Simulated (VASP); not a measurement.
# Li2Pt (P6/mmm) in VASP: single point with LDA

Aim: the single point of Li2Pt with LDA.

All numbers are computed with VASP 6.6.1; they aren't measurements. Logs are shortened: lines on timing, memory, paths and dates and some standing lists are left out, and cuts for length are marked.

### 1 The cell of the first run

The structure is hexagonal, space group P6/mmm (No. 191). The conventional cell has a = 4.270 Å, b = 4.270 Å, c = 2.661 Å, α = 90.00°, β = 90.00°, γ = 120.00°. Li (site symmetry -6m2) has 5 Li at 2.47 to 2.66 Å and 6 Pt at 2.80 Å within 3.3 Å. Within 3.5 Å of Pt (site symmetry 6/mmm) lie 2 Pt at 2.66 Å and 12 Li at 2.80 Å.

### 2 Single point, LDA (equal xx and yy strain of +2 %)

INCAR

```
PREC     = Accurate       # precision mode
ENCUT    = 520            # plane-wave cutoff, eV
EDIFF    = 1E-7           # SCF threshold, eV
ISMEAR   = -1             # smearing method
SIGMA    = 0.03           # smearing width, eV
LREAL    = False          # projectors in reciprocal space
LASPH    = True           # aspherical terms in the spheres
NELM     = 100            # most SCF steps
ALGO     = Normal         # electronic algorithm
ISIF     = 2              # what is computed and relaxed
LWAVE    = False          # write WAVECAR
LCHARG   = False          # write CHGCAR
GGA      = CA             # functional
NBANDS   = 15             # bands
```

KPOINTS

```
Automatic mesh
0
Gamma
  9 9 12
```

POSCAR

```
Li2Pt
1.0
    4.2697189663      0.0000000000      0.0000000000
   -2.1348594832      3.6976850920      0.0000000000
    0.0000000000      0.0000000000      2.6610000000
Li Pt
2 1
Direct
    0.3333333333      0.6666666667      0.5000000000
    0.6666666667      0.3333333333      0.5000000000
    0.0000000000      0.0000000000      0.0000000000
```

Potentials or basis: VASP PAW LDA potentials, release 64 (Li_sv, Pt).

Command:

```
> cat potpaw_LDA.64/Li_sv/POTCAR potpaw_LDA.64/Pt/POTCAR > POTCAR
> mpirun -np 1 vasp_std > vasp.out
```

OUTCAR:

```text
PREC = Accurate
   ENCUT = 520
   EDIFF = 1E-7
   ISMEAR = -1
   LREAL = False
   LASPH = True
   NELM = 100
   ISIF = 2
   GGA = CA

 ion  position               nearest neighbor table
   1  0.333  0.667  0.500-   2 2.47   2 2.47   2 2.47   3 2.80   3 2.80   3 2.80   3 2.80   3 2.80
                             3 2.80
   2  0.667  0.333  0.500-   1 2.47   1 2.47   1 2.47   3 2.80   3 2.80   3 2.80   3 2.80   3 2.80
                             3 2.80
   3  0.000  0.000  0.000-   1 2.80   2 2.80   1 2.80   2 2.80   2 2.80   2 2.80   1 2.80   1 2.80
                             2 2.80   2 2.80   1 2.80   1 2.80

  LATTYP: Found a hexagonal cell.
 ALAT       =     4.2697189663
 C/A-ratio  =     0.6232260299

  Lattice vectors:

 A1 = (   4.2697189663,   0.0000000000,   0.0000000000)
 A2 = (  -2.1348594832,   3.6976850920,   0.0000000000)
 A3 = (   0.0000000000,   0.0000000000,   2.6610000000)

Analysis of symmetry for initial positions (statically):
=====================================================================
 Subroutine PRICEL returns:
 Original cell was already a primitive cell.

 Routine SETGRP: Setting up the symmetry group for a
 hexagonal supercell.

 Subroutine GETGRP returns: Found 24 space group operations
 (whereof 24 operations were pure point group operations)
 out of a pool of 24 trial point group operations.

The static configuration has the point symmetry D_6h.

Analysis of symmetry for dynamics (positions and initial velocities):
=====================================================================
 Subroutine PRICEL returns:
 Original cell was already a primitive cell.

 Routine SETGRP: Setting up the symmetry group for a
 hexagonal supercell.

 Subroutine GETGRP returns: Found 24 space group operations
 (whereof 24 operations were pure point group operations)
 out of a pool of 24 trial point group operations.

The dynamic configuration has the point symmetry D_6h.

 Subroutine INISYM returns: Found 24 space group operations
 (whereof 24 operations are pure point group operations),
 and found     1 'primitive' translations

----------------------------------------------------------------------------------------

                                     Primitive cell

  volume of cell :      42.0121

  direct lattice vectors                    reciprocal lattice vectors
     4.269718966  0.000000000  0.000000000     0.234207452  0.135219735  0.000000000
    -2.134859483  3.697685092  0.000000000     0.000000000  0.270439471  0.000000000
     0.000000000  0.000000000  2.661000000     0.000000000  0.000000000  0.375798572

  length of vectors
     4.269718966  4.269718966  2.661000000     0.270439471  0.270439471  0.375798572

  position of ions in fractional coordinates (direct lattice)
     0.333333333  0.666666667  0.500000000
     0.666666667  0.333333333  0.500000000
     0.000000000  0.000000000  0.000000000

  ion indices of the primitive-cell ions
   primitive index   ion index
                 1           1
                 2           2
                 3           3

----------------------------------------------------------------------------------------

 KPOINTS: Automatic mesh

Automatic generation of k-mesh.
 Grid dimensions read from file:
 generate k-points for:    9    9   12

 Generating k-lattice:

  Cartesian coordinates                     Fractional coordinates (reciprocal lattice)
     0.026023050  0.015024415  0.000000000     0.111111111  0.000000000  0.000000000
     0.000000000  0.030048830  0.000000000     0.000000000  0.111111111  0.000000000
     0.000000000  0.000000000  0.031316548     0.000000000  0.000000000  0.083333333

  Length of vectors
     0.030048830  0.030048830  0.031316548

  Shift w.r.t. Gamma in fractional coordinates (k-lattice)
     0.000000000  0.000000000  0.000000000

 Subroutine IBZKPT returns following result:
 ===========================================

 Found     84 irreducible k-points:

 Following reciprocal coordinates:
            Coordinates               Weight
  0.000000  0.000000  0.000000      1.000000
  0.111111  0.000000  0.000000      6.000000
  0.222222  0.000000  0.000000      6.000000
  0.333333 -0.000000  0.000000      6.000000
  0.444444  0.000000  0.000000      6.000000
  0.111111  0.111111  0.000000      6.000000
[... 16 lines left out ...]
  0.333333  0.222222  0.083333     24.000000
  0.333333  0.333333  0.083333      4.000000
 [... further k-points ...]
   k-points           NKPTS =     84   k-points in BZ     NKDIM =     84   number of bands    NBANDS=     15
   number of dos      NEDOS =    301   number of ions     NIONS =      3
   total plane-waves  NPLWV =  20480
   dimension x,y,z NGX =    32 NGY =   32 NGZ =   20
   dimension x,y,z NGXF=    64 NGYF=   64 NGZF=   40
   ions per type =               2   1
   NGX,Y,Z   is equivalent  to a cutoff of  12.46, 12.46, 12.49 a.u.
   NGXF,Y,Z  is equivalent  to a cutoff of  24.92, 24.92, 24.99 a.u.
 SYSTEM =  unknown system
   PREC   = accura    normal or accurate (medium, high low for compatibility)
   ISTART =      0    job   : 0-new  1-cont  2-samecut
   ICHARG =      2    charge: 1-file 2-atom 10-const
   ISPIN  =      1    spin polarized calculation?
   LNONCOLLINEAR =      F non collinear calculations
   LSORBIT =      F    spin-orbit coupling
   LASPH  =      T    aspherical Exc in radial PAW
   ENCUT  =  520.0 eV  38.22 Ry    6.18 a.u.   7.94  7.94  4.95*2*pi/ulx,y,z
   NELM   =    100;   NELMIN=  2; NELMDL= -5     # of ELM steps
   EDIFF  = 0.1E-06   stopping-criterion for ELM
   LREAL  =      F    real-space projection
   EDIFFG = 0.1E-05   stopping-criterion for IOM
   NSW    =      0    number of steps for IOM
   IBRION =     -1    ionic relax: 0-MD 1-quasi-New 2-CG
   NFREE  =      0    steps in history (QN), initial steepest desc. (CG)
   ISIF   =      2    stress and relaxation
   ISYM   =      2    0-nonsym 1-usesym 2-fastsym
   POTIM  = 0.5000    time-step for ionic-motion
   TEBEG  =    0.0;   TEEND  =   0.0 temperature during run
   PSTRESS=    0.0 pullay stress
   NELECT =      16.0000    total number of electrons
   NUPDOWN=      -1.0000    fix difference up-down
   EMIN   =  10.00;   EMAX   =-10.00  energy-range for DOS
   EFERMI =   0.00;   METHOD = LEGACY
   ISMEAR =    -1;   SIGMA  =   0.03  broadening in eV -4-tet -1-fermi 0-gaus
   EFERMI_NEDOS =   21; number of points for ismear=-14 and -15
   IALGO  =     38    algorithm
   IMIX   =      4    mixing-type and parameters
     AMIX     =   0.40;   BMIX     =  1.00
     AMIX_MAG =   1.60;   BMIX_MAG =  1.00
  volume/ion in A,a.u.               =      14.00        94.50
  Fermi-wavevector in a.u.,A,eV,Ry     =   1.186652  2.242448 19.158956  1.408144
  Thomas-Fermi vector in A             =   2.322820
   LORBIT       =      0    0 simple, 1 ext, 2 COOP (PROOUT), +10 PAW based schemes
   GGA     = CA    functional components
   LHFCALC =     F    Hartree Fock is set to
   AEXX    =    0.0000 exact exchange contribution
   IVDW    =     0    specifies the selected vdW correction
   LEPSILON=     F    determine dielectric tensor
   LRPA    =     F    only Hartree local field effects (RPA)
 non-spin polarized calculation
  energy-cutoff  :      520.00
  volume of cell :       42.01
 maximum number of plane-waves:      1155
 NGX is ok and might be reduce to    32
   NGX = 15   NGY = 15   NGZ =  9

 number of electron      15.9999980 magnetization

 Free energy of the ion-electron system (eV)
  ---------------------------------------------------
  ext. energy  EPLUGINS =         0.00000000
  ---------------------------------------------------
  free energy    TOTEN  =       -13.09381214 eV

  energy without entropy =      -13.09019237  energy(sigma->0) =      -13.09200225

 E-fermi :   4.7982     XC(G=0): -10.2689

 val. band max:        4.7936190097   @ k =   0.3333  -0.0000   0.4167
 cond. band min:       4.8491006123   @ k =   0.2222   0.2222   0.4167
 fundamental gap:      0.0554816026
 Fermi energy:         4.7982082700

 k-point     1 :       0.0000    0.0000    0.0000
  band No.  band energies     occupation
      1     -40.0333      2.00000
      2     -39.9354      2.00000
      3      -1.7541      2.00000
      4       0.4347      2.00000
      5       1.5554      2.00000
      6       1.5554      2.00000
      7       4.1704      2.00000
      8       4.1704      2.00000
      9       8.3650      0.00000
     10       8.3650      0.00000
     11      10.8325      0.00000
     12      10.8325      0.00000
     13      13.5272      0.00000
     14      14.1995      0.00000
     15      16.6418      0.00000

 k-point     2 :       0.1111    0.0000    0.0000
  band No.  band energies     occupation
      1     -40.0305      2.00000
      2     -39.9380      2.00000
      3      -1.6870      2.00000
      4       0.4790      2.00000
      5       1.5559      2.00000
      6       1.6353      2.00000
      7       4.1579      2.00000
      8       4.1680      2.00000
      9       7.4540      0.00000
     10       7.7792      0.00000
     11      11.3476      0.00000
     12      11.5523      0.00000
     13      13.7874      0.00000
     14      14.7160      0.00000
     15      16.8263      0.00000
[... 365 lines left out ...]
      3      -0.8337      2.00000
      4       1.3729      2.00000
      5       1.8747      2.00000
      6       2.4027      2.00000
      7       3.1530      2.00000
      8       3.5573      2.00000
      9       4.4453      1.99998
     10       5.3101      0.00000
     11      12.5103      0.00000
     12      14.9280      0.00000
     13      16.2531      0.00000
     14      18.3526      0.00000
     15      19.0311      0.00000

 k-point    24 :       0.3333    0.3333    0.0833
  band No.  band energies     occupation
      1     -39.9820      2.00000
      2     -39.9820      2.00000
      3      -0.7890      2.00000
      4       1.8004      2.00000
      5       1.8842      2.00000
      6       1.8842      2.00000
      7       3.3999      2.00000
      8       3.3999      2.00000
      9       4.7571      1.59497
     10       4.7571      1.59497
     11      12.7169      0.00000
     12      15.4353      0.00000
     13      15.4353      0.00000
     14      19.2482      0.00000
     15      19.3083      0.00000

 [... further k-points ...]

------------------------ aborting loop because EDIFF is reached ----------------------------------------

  FORCE on cell =-STRESS in cart. coord.  units (eV):
  Direction    XX          YY          ZZ          XY          YZ          ZX
  --------------------------------------------------------------------------------------
  -------------------------------------------------------------------------------------
  Total       -1.5798037     -1.5798037     -1.7159105      0.0000000     -0.0000000      0.0000000
  in kB      -60.2475837    -60.2475837    -65.4381689      0.0000000     -0.0000000      0.0000000
  external PRESSURE =     -61.9777788 kB  Pullay stress =       0.0000000 kB

 VOLUME and BASIS-vectors are now :
 -----------------------------------------------------------------------------
  energy-cutoff  :      520.00
  volume of cell :       42.01
      direct lattice vectors                 reciprocal lattice vectors
     4.269718966  0.000000000  0.000000000     0.234207452  0.135219735  0.000000000
    -2.134859483  3.697685092  0.000000000     0.000000000  0.270439471  0.000000000
     0.000000000  0.000000000  2.661000000     0.000000000  0.000000000  0.375798572

 POSITION                                       TOTAL-FORCE (eV/Angst)
 -----------------------------------------------------------------------------------
     -0.00000      2.46512      1.33050         0.000000     -0.000000      0.000000
      2.13486      1.23256      1.33050        -0.000000      0.000000      0.000000
      0.00000      0.00000      0.00000        -0.000000      0.000000      0.000000
 -----------------------------------------------------------------------------------
    total drift:                                0.000000     -0.000000     -0.000000

  FREE ENERGIE OF THE ION-ELECTRON SYSTEM (eV)
  ---------------------------------------------------
  free  energy   TOTEN  =       -13.0938121389 eV

  energy  without entropy=      -13.0901923707  energy(sigma->0) =      -13.09200225
```

Run time: 27 s. Hardware: 1 thread of Intel Xeon Platinum 8259CL at 2.50GHz (Skylake/Cascade Lake), shared host; peak memory 0.17 GiB.

What came out:

```yaml
Free_energy: -13.0938 eV
Band_gap_on_the_k_mesh: zero (bands 8 and 9 overlap by 1.88 eV)
```

Caveat: the cell differs from its parent crystal (equal xx and yy strain of +2 %); the cutoff is under 1.25 times the usual one of these potentials, so pressure, stress and relaxed cells hold a basis-set (Pulay) error; spin-orbit coupling is left out, which moves the levels of the heavy elements.
